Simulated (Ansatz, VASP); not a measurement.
# One calculation of N, two programs

```
N
1.0
     0.00000    2.12637    2.12637
     2.12637    0.00000    2.12637
     2.12637    2.12637    0.00000
N
2
Direct
  0.00000 0.00000 0.00000
  0.25000 0.25000 0.25000
```

Change from the starting cell: volume scaled by 1.05.

Alike in both runs: task single point; functional PBE; k mesh 13 × 13 × 13; occupations fermi-dirac, width 0.08 eV; no spin polarisation.

|  | VASP | Ansatz |
| --- | --- | --- |
| version | VASP 6.6.1 | Ansatz 0.2.0 |
| potentials or method | VASP PAW PBE potentials, release 64 (N), cutoff 520 eV | all-electron LAPW, scalar-relativistic |

|  | VASP | Ansatz | Ansatz less VASP |
| --- | --- | --- | --- |
| pressure (GPa) | -7.0 | -7.0 | -0.06 |

Ansatz ran all-electron here, and VASP with PAW potentials.
